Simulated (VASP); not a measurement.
# Rb (P6_3/mmc) in VASP: a series of runs, part 2 of 2

VASP 6.6.1. The steps go on from the part before.

## 3. Single point, r2SCAN (volume scaled by 0.88)

Contents of POSCAR:

```
Rb
1.0
    4.8938318720      0.0000000000      0.0000000000
   -2.4469159360      4.2381827230      0.0000000000
    0.0000000000      0.0000000000      8.0954820634
Rb
2
Direct
    0.3333333333      0.6666666667      0.2500000000
    0.6666666667      0.3333333333      0.7500000000
```

Contents of INCAR.step1:

```
SYSTEM = Rb
PREC = Accurate
ENCUT = 520
ISMEAR = -1
SIGMA = 0.1
LREAL = .False.
LASPH = .True.
NELM = 100
NBANDS = 16
GGA = PE
ALGO = Normal
EDIFF = 1E-4
LWAVE = .True.
LCHARG = .False.
```

Contents of INCAR.step2:

```
SYSTEM = Rb
PREC = Accurate
ENCUT = 520
EDIFF = 1E-6
ISMEAR = -1
SIGMA = 0.1
LREAL = .False.
LASPH = .True.
NELM = 100
ALGO = Normal
ISIF = 2
LWAVE = .False.
LCHARG = .False.
METAGGA = R2SCAN
LMIXTAU = .True.
NBANDS = 16
ISTART = 1
```

Contents of KPOINTS:

```
Automatic mesh
0
Gamma
  8 8 5
  0 0 0
```

Potentials or basis: VASP PAW PBE potentials, release 64 (Rb_sv).

Started as:

```
cat potpaw_PBE.64/Rb_sv/POTCAR > POTCAR
cp INCAR.step1 INCAR
mpirun -np 1 vasp_std > vasp.out
cp INCAR.step2 INCAR
mpirun -np 1 vasp_std > vasp.out
```

OUTCAR:

```text
SYSTEM = Rb
   PREC = Accurate
   ENCUT = 520
   EDIFF = 1E-6
   ISMEAR = -1
   LREAL = .False.
   LASPH = .True.
   NELM = 100
   ISIF = 2
   METAGGA = R2SCAN
   ISTART = 1

 ion  position               nearest neighbor table
   1  0.333  0.667  0.250-   2 4.94   2 4.94   2 4.94   2 4.94   2 4.94   2 4.94
   2  0.667  0.333  0.750-   1 4.94   1 4.94   1 4.94   1 4.94   1 4.94   1 4.94

  LATTYP: Found a hexagonal cell.
 ALAT       =     4.8938318720
 C/A-ratio  =     1.6542215334

  Lattice vectors:

 A1 = (   4.8938318720,   0.0000000000,   0.0000000000)
 A2 = (  -2.4469159360,   4.2381827230,   0.0000000000)
 A3 = (   0.0000000000,   0.0000000000,   8.0954820634)

Analysis of symmetry for initial positions (statically):
=====================================================================
 Subroutine PRICEL returns:
 Original cell was already a primitive cell.

 Routine SETGRP: Setting up the symmetry group for a
 hexagonal supercell.

 Subroutine GETGRP returns: Found 24 space group operations
 (whereof 12 operations were pure point group operations)
 out of a pool of 24 trial point group operations.

The static configuration has the point symmetry D_3d.
 The point group associated with its full space group is D_6h.

Analysis of symmetry for dynamics (positions and initial velocities):
=====================================================================
 Subroutine PRICEL returns:
 Original cell was already a primitive cell.

 Routine SETGRP: Setting up the symmetry group for a
 hexagonal supercell.

 Subroutine GETGRP returns: Found 24 space group operations
 (whereof 12 operations were pure point group operations)
 out of a pool of 24 trial point group operations.

The dynamic configuration has the point symmetry D_3d.
 The point group associated with its full space group is D_6h.

 Subroutine INISYM returns: Found 24 space group operations
 (whereof 12 operations are pure point group operations),
 and found     1 'primitive' translations

----------------------------------------------------------------------------------------

                                     Primitive cell

  volume of cell :     167.9080

  direct lattice vectors                    reciprocal lattice vectors
     4.893831872  0.000000000  0.000000000     0.204338855  0.117975093  0.000000000
    -2.446915936  4.238182723  0.000000000     0.000000000  0.235950186  0.000000000
     0.000000000  0.000000000  8.095482063     0.000000000  0.000000000  0.123525689

  length of vectors
     4.893831872  4.893831872  8.095482063     0.235950186  0.235950186  0.123525689

  position of ions in fractional coordinates (direct lattice)
     0.333333333  0.666666667  0.250000000
     0.666666667  0.333333333  0.750000000

  ion indices of the primitive-cell ions
   primitive index   ion index
                 1           1
                 2           2

----------------------------------------------------------------------------------------

 KPOINTS: Automatic mesh

Automatic generation of k-mesh.
 Grid dimensions read from file:
 generate k-points for:    8    8    5

 Generating k-lattice:

  Cartesian coordinates                     Fractional coordinates (reciprocal lattice)
     0.025542357  0.014746887  0.000000000     0.125000000  0.000000000  0.000000000
     0.000000000  0.029493773  0.000000000     0.000000000  0.125000000  0.000000000
     0.000000000  0.000000000  0.024705138     0.000000000  0.000000000  0.200000000

  Length of vectors
     0.029493773  0.029493773  0.024705138

  Shift w.r.t. Gamma in fractional coordinates (k-lattice)
     0.000000000  0.000000000  0.000000000

 Subroutine IBZKPT returns following result:
 ===========================================

 Found     30 irreducible k-points:

 Following reciprocal coordinates:
            Coordinates               Weight
  0.000000  0.000000  0.000000      1.000000
  0.125000  0.000000  0.000000      6.000000
  0.250000  0.000000  0.000000      6.000000
  0.375000 -0.000000  0.000000      6.000000
  0.500000  0.000000  0.000000      3.000000
  0.125000  0.125000  0.000000      6.000000
[... 16 lines left out ...]
  0.250000  0.000000  0.400000     12.000000
  0.375000 -0.000000  0.400000     12.000000
 [... further k-points ...]
   k-points           NKPTS =     30   k-points in BZ     NKDIM =     30   number of bands    NBANDS=     16
   number of dos      NEDOS =    301   number of ions     NIONS =      2
   total plane-waves  NPLWV =  77760
   dimension x,y,z NGX =    36 NGY =   36 NGZ =   60
   dimension x,y,z NGXF=    72 NGYF=   72 NGZF=  120
   ions per type =               2
   NGX,Y,Z   is equivalent  to a cutoff of  12.23, 12.23, 12.32 a.u.
   NGXF,Y,Z  is equivalent  to a cutoff of  24.46, 24.46, 24.64 a.u.
 SYSTEM =  Rb
   PREC   = accura    normal or accurate (medium, high low for compatibility)
   ISTART =      1    job   : 0-new  1-cont  2-samecut
   ICHARG =      0    charge: 1-file 2-atom 10-const
   ISPIN  =      1    spin polarized calculation?
   LNONCOLLINEAR =      F non collinear calculations
   LSORBIT =      F    spin-orbit coupling
   LASPH  =      T    aspherical Exc in radial PAW
   ENCUT  =  520.0 eV  38.22 Ry    6.18 a.u.   9.10  9.10 15.05*2*pi/ulx,y,z
   NELM   =    100;   NELMIN=  2; NELMDL=  0     # of ELM steps
   EDIFF  = 0.1E-05   stopping-criterion for ELM
   LREAL  =      F    real-space projection
   EDIFFG = 0.1E-04   stopping-criterion for IOM
   NSW    =      0    number of steps for IOM
   IBRION =     -1    ionic relax: 0-MD 1-quasi-New 2-CG
   NFREE  =      0    steps in history (QN), initial steepest desc. (CG)
   ISIF   =      2    stress and relaxation
   ISYM   =      2    0-nonsym 1-usesym 2-fastsym
   POTIM  = 0.5000    time-step for ionic-motion
   TEBEG  =    0.0;   TEEND  =   0.0 temperature during run
   PSTRESS=    0.0 pullay stress
   NELECT =      18.0000    total number of electrons
   NUPDOWN=      -1.0000    fix difference up-down
   EMIN   =  10.00;   EMAX   =-10.00  energy-range for DOS
   EFERMI =   0.00;   METHOD = LEGACY
   ISMEAR =    -1;   SIGMA  =   0.10  broadening in eV -4-tet -1-fermi 0-gaus
   EFERMI_NEDOS =   21; number of points for ismear=-14 and -15
   IALGO  =     38    algorithm
   IMIX   =      4    mixing-type and parameters
     AMIX     =   0.40;   BMIX     =  1.00
     AMIX_MAG =   1.60;   BMIX_MAG =  1.00
  volume/ion in A,a.u.               =      83.95       566.55
  Fermi-wavevector in a.u.,A,eV,Ry     =   0.777694  1.469628  8.228903  0.604807
  Thomas-Fermi vector in A             =   1.880434
   LORBIT       =      0    0 simple, 1 ext, 2 COOP (PROOUT), +10 PAW based schemes
   METAGGA = R2SCAN    functional components
   LHFCALC =     F    Hartree Fock is set to
   AEXX    =    0.0000 exact exchange contribution
   IVDW    =     0    specifies the selected vdW correction
   LEPSILON=     F    determine dielectric tensor
   LRPA    =     F    only Hartree local field effects (RPA)
 non-spin polarized calculation
  energy-cutoff  :      520.00
  volume of cell :      167.91
 maximum number of plane-waves:      4544
   NGX = 19   NGY = 19   NGZ = 31

 number of electron      18.0000000 magnetization

 Free energy of the ion-electron system (eV)
  ---------------------------------------------------
  ext. energy  EPLUGINS =         0.00000000
  ---------------------------------------------------
  free energy    TOTEN  =       -27.83205650 eV

  energy without entropy =      -27.77397385  energy(sigma->0) =      -27.80301517

 E-fermi :   0.2571     XC(G=0):  -5.9335

 val. band max:        0.2537866116   @ k =   0.1250   0.1250   0.2000
 cond. band min:       0.3241606821   @ k =   0.2500   0.2500   0.4000
 fundamental gap:      0.0703740705
 Fermi energy:         0.2571278159

 k-point     1 :       0.0000    0.0000    0.0000
  band No.  band energies     occupation
      1     -29.7727      2.00000
      2     -29.7669      2.00000
      3     -13.3787      2.00000
      4     -13.2695      2.00000
      5     -13.2695      2.00000
      6     -13.2539      2.00000
[... 8 lines left out ...]
     15       4.6724      0.00000
     16       4.6724      0.00000
[... 419 lines left out ...]
 k-point    24 :       0.3750   -0.0000    0.4000
  band No.  band energies     occupation
      1     -29.7665      2.00000
      2     -29.7657      2.00000
      3     -13.3674      2.00000
      4     -13.3597      2.00000
      5     -13.2963      2.00000
      6     -13.2859      2.00000
[... 8 lines left out ...]
     15       4.4765      0.00000
     16       4.7642      0.00000

 [... further k-points ...]

------------------------ aborting loop because EDIFF is reached ----------------------------------------

  FORCE on cell =-STRESS in cart. coord.  units (eV):
  Direction    XX          YY          ZZ          XY          YZ          ZX
  --------------------------------------------------------------------------------------
  -------------------------------------------------------------------------------------
  Total        0.4899383      0.4899383      0.4052805      0.0000000      0.0000000      0.0000000
  in kB        4.6749884      4.6749884      3.8671839      0.0000000      0.0000000      0.0000000
  external PRESSURE =       4.4057202 kB  Pullay stress =       0.0000000 kB

 VOLUME and BASIS-vectors are now :
 -----------------------------------------------------------------------------
  energy-cutoff  :      520.00
  volume of cell :      167.91
      direct lattice vectors                 reciprocal lattice vectors
     4.893831872  0.000000000  0.000000000     0.204338855  0.117975093  0.000000000
    -2.446915936  4.238182723  0.000000000     0.000000000  0.235950186  0.000000000
     0.000000000  0.000000000  8.095482063     0.000000000  0.000000000  0.123525689

 POSITION                                       TOTAL-FORCE (eV/Angst)
 -----------------------------------------------------------------------------------
     -0.00000      2.82546      2.02387        -0.000000     -0.000000     -0.000000
      2.44692      1.41273      6.07161         0.000000      0.000000      0.000000
 -----------------------------------------------------------------------------------
    total drift:                               -0.000000      0.000000     -0.000000

  FREE ENERGIE OF THE ION-ELECTRON SYSTEM (eV)
  ---------------------------------------------------
  free  energy   TOTEN  =       -27.8320565032 eV

  energy  without entropy=      -27.7739738451  energy(sigma->0) =      -27.80301517
```

OUTCAR.step1:

```text
SYSTEM = Rb
   PREC = Accurate
   ENCUT = 520
   ISMEAR = -1
   LREAL = .False.
   LASPH = .True.
[... 679 lines left out ...]
     -0.00000      2.82546      2.02387        -0.000000      0.000000      0.000000
      2.44692      1.41273      6.07161         0.000000     -0.000000     -0.000000
 -----------------------------------------------------------------------------------
    total drift:                               -0.000000      0.000000     -0.000000

  FREE ENERGIE OF THE ION-ELECTRON SYSTEM (eV)
  ---------------------------------------------------
  free  energy   TOTEN  =        -1.8888541019 eV

  energy  without entropy=       -1.8265535855  energy(sigma->0) =       -1.85770384
```

OSZICAR.step1:

```text
N       E                     dE             d eps       ncg     rms          rms(c)
DAV:   1     0.115465815522E+03    0.11547E+03   -0.70113E+03   960   0.865E+02
DAV:   2     0.102798530623E+02   -0.10519E+03   -0.10148E+03  1336   0.181E+02
DAV:   3    -0.847217199559E+00   -0.11127E+02   -0.11099E+02  1336   0.586E+01
DAV:   4    -0.188214380228E+01   -0.10349E+01   -0.10347E+01  1624   0.122E+01
DAV:   5    -0.188702987873E+01   -0.48861E-02   -0.48856E-02  1336   0.106E+00    0.193E+00
DAV:   6    -0.188729721099E+01   -0.26733E-03   -0.42489E-03  1352   0.345E-01    0.118E+00
DAV:   7    -0.188864881370E+01   -0.13516E-02   -0.60007E-03  1216   0.417E-01    0.704E-02
DAV:   8    -0.188883151145E+01   -0.18270E-03   -0.36678E-04  1264   0.118E-01    0.215E-02
DAV:   9    -0.188885410187E+01   -0.22590E-04   -0.22952E-05   808   0.334E-02
   1 F= -.18888541E+01 E0= -.18577038E+01  d E =-.623005E-01
```

Run time: 2.4 min. Hardware: 1 thread of Intel Xeon Platinum 8488C (Sapphire Rapids), shared host; peak memory 0.31 GiB.

Results:

| Property | Result |
| --- | --- |
| Free energy | -27.8321 eV |
| Pressure | 0.4 GPa |
| Band gap on the k mesh | zero (band 9 reaches 1.06 eV, above the bottom of band 10 at -0.89 eV) |

Stress tensor (GPa, compression positive):
```
0.47 0.00 0.00
0.00 0.47 0.00
0.00 0.00 0.39
```

Caveat: the PAW data sets were made with another functional, which shifts forces and pressure a little.
